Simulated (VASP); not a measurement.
Si:

```
Si
1.0
     0.00000    2.84440    2.84440
     2.84440    0.00000    2.84440
     2.84440    2.84440    0.00000
Si
2
Direct
  0.00000 0.00000 0.00000
  0.25000 0.25000 0.25000
```

- Program: VASP 6.6.1
- Task: relaxation of cell and atoms
- Functional: PBE
- Potentials or basis: VASP PAW PBE potentials, release 64 (Si)
- Cutoff: 500 eV
- k mesh: 4 × 4 × 4
- Occupations: fermi-dirac, width 0.1 eV
- Spin: no spin polarisation

At the start: pressure -7.8 GPa; volume 23.01 Å³/atom.

Task: How do energy, volume and symmetry change on relaxing?

Result: Over 3 steps the energy falls by 66.3 meV/atom and the volume is 20.57 Å³/atom (-10.6 %); space group Fd-3m (No. 227, to 0.05 Å).

The path:
| step | energy change (eV) | largest force (eV/Å) | pressure (GPa) | volume (Å³) |
| --- | --- | --- | --- | --- |
| 1 | 0.0000 | 0.0000 | -7.84 | 46.03 |
| 2 | -0.0961 | 0.0000 | 5.55 | 38.92 |
| 3 | -0.1326 | 0.0000 | -0.01 | 41.14 |

Final structure:
```xyz
2
Lattice="0.0000 2.7400 2.7400 2.7400 0.0000 2.7400 2.7400 2.7400 0.0000" Properties=species:S:1:pos:R:3 pbc="T T T"
Si    0.0000    0.0000    0.0000
Si    1.3700    1.3700    1.3700
```

Caveat: the k points lie up to 0.50 Å⁻¹ apart in the final cell.
